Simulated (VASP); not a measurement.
K, 1 atom in the cell. Symmetry: Im-3m, No. 229, cubic system. Conventional cell: a = 5.225 Å, b = 5.225 Å, c = 5.225 Å, α = 90.00°, β = 90.00°, γ = 90.00°. 

| Quantity | Value |
| --- | --- |
| Program | VASP 6.6.1 |
| Task | relaxation of volume and atoms at fixed shape |
| Functional | PBEsol |
| Potentials or basis | VASP PAW PBE potentials, release 64 (K_sv) |
| Cutoff | 600 eV |
| k mesh | 7 × 7 × 7 |
| Occupations | fermi-dirac, width 0.05 eV |
| Spin | no spin polarisation |
| Dipole correction | no |
| Further INCAR settings | ALGO = Normal; EDIFF = 1e-06; IBRION = 2; EDIFFG = -0.03; NSW = 80; ISIF = 8 |

Potentials or basis: VASP PAW PBE potentials, release 64 (K_sv).

The run is started by

```sh
$ cat potpaw_PBE.64/K_sv/POTCAR > POTCAR
$ mpirun -np 1 vasp_std > vasp.out
```

Hardware: 1 thread of Intel Xeon 8259CL (shared host).

Estimate the wall time of this run.

It took 20 s on 1 thread of Intel Xeon 8259CL, with other jobs on the host, peak memory 0.2 GiB. Counts: scf iterations 10, k points 20, ion steps 1.
